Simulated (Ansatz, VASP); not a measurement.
## Two plane-wave programs on MgO

```
CELL_PARAMETERS angstrom
2.93893 0.00000 0.00000
-1.46947 2.54519 0.00000
0.00000 0.00000 2.68051
ATOMIC_POSITIONS crystal
Mg 0.00000 0.00000 0.00000
O 0.33333 0.66667 0.50000
```

Alike in both runs: task single point; functional r2SCAN; k mesh 12 × 12 × 10; occupations gaussian, width 0.02 eV; no spin polarisation.

```csv
,VASP,Ansatz
version,VASP 6.6.1,Ansatz 0.2.0
potentials or method,"VASP PAW PBE potentials, release 64 (Mg_sv, O), cutoff 660 eV","scalar-relativistic, plane waves, PAW"
valence electrons in the cell,16,16
```

```csv
,VASP,Ansatz,Ansatz less VASP
gap on the k mesh at the Fermi level (eV),3.81,3.78,-0.030
least direct gap on the mesh (eV),4.21,4.18,-0.030
pressure (GPa),-5.9,-5.3,+0.59
"traceless stress, the component that is largest in VASP (GPa)",-0.49,-0.57,-0.084
```

VASP's potentials were made for PBE, not for r2SCAN. The functional is the same, so the differences come from potentials, cutoffs and numerics.
